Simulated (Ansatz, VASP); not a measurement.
## One calculation of C, two programs

```xyz
4
Lattice="2.5255 0.0000 0.0000 0.0000 2.5255 0.0000 0.0000 0.0000 18.6787" Properties=species:S:1:pos:R:3 pbc="T T T"
C     0.0000    0.6314    8.0903
C     1.2628    0.6314    8.7494
C     1.2628    1.8941    9.9293
C     0.0000    1.8941   10.5884
```

Alike in both runs: functional PBE; k mesh 12 × 12 × 1; occupations fermi-dirac, width 0.02 eV; no spin polarisation.

Ansatz relaxed the structure, and its values are those at the end. VASP's run is a single point on that final structure, the one shown.

```csv
,VASP,Ansatz
version,VASP 6.6.1,Ansatz 0.2.0
potentials or method,"VASP PAW PBE potentials, release 64 (C)","PAW with Ansatz's default frozen-core files, scalar-relativistic"
plane-wave cutoff (eV),520,420
valence electrons in the cell,16,16
```

```tsv
	VASP	Ansatz	Ansatz less VASP
rms of the force components (eV/Å)	0.017	0.002	-0.0144
```

Ansatz's warnings: stress scf threshold loose.
